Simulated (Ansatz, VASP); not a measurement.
## One calculation of C, two programs

```
CELL_PARAMETERS angstrom
0.00000 2.10433 3.94359
1.21574 0.00000 3.94359
1.21574 2.10433 0.00000
ATOMIC_POSITIONS crystal
C 0.16671 0.83329 0.16671
C 0.83329 0.16671 0.83329
```

Change from the starting cell: volume 10.089 Å^3 an atom, stretch along c over the lengths across it, relative to the relaxed cell 1.1996.

Alike in both runs: task single point; functional PBEsol; dispersion D3(BJ); k mesh 18 × 18 × 18; occupations gaussian, width 0.03 eV; no spin polarisation.

|  | VASP | Ansatz |
| --- | --- | --- |
| version | VASP 6.6.1 | Ansatz 0.2.0 |
| potentials or method | VASP PAW PBE potentials, release 64 (C), cutoff 520 eV | scalar-relativistic, plane waves, PAW |
| valence electrons in the cell | 8 | 8 |

```csv
,VASP,Ansatz,Ansatz less VASP
gap on the k mesh at the Fermi level (eV),0.03,0.03,0.000
least direct gap on the mesh (eV),0.05,0.05,0.000
pressure (GPa),8.9,8.2,-0.65
"traceless stress, the component that is largest in VASP (GPa)",-10.94,-10.21,+0.722
rms of the force components (eV/Å),0.005,0.005,+0.0001
```

VASP's potentials were made for PBE, not for PBEsol, and Ansatz warns of the same on its side. Atom by atom the forces differ by 0.000 eV/Å (rms over components).
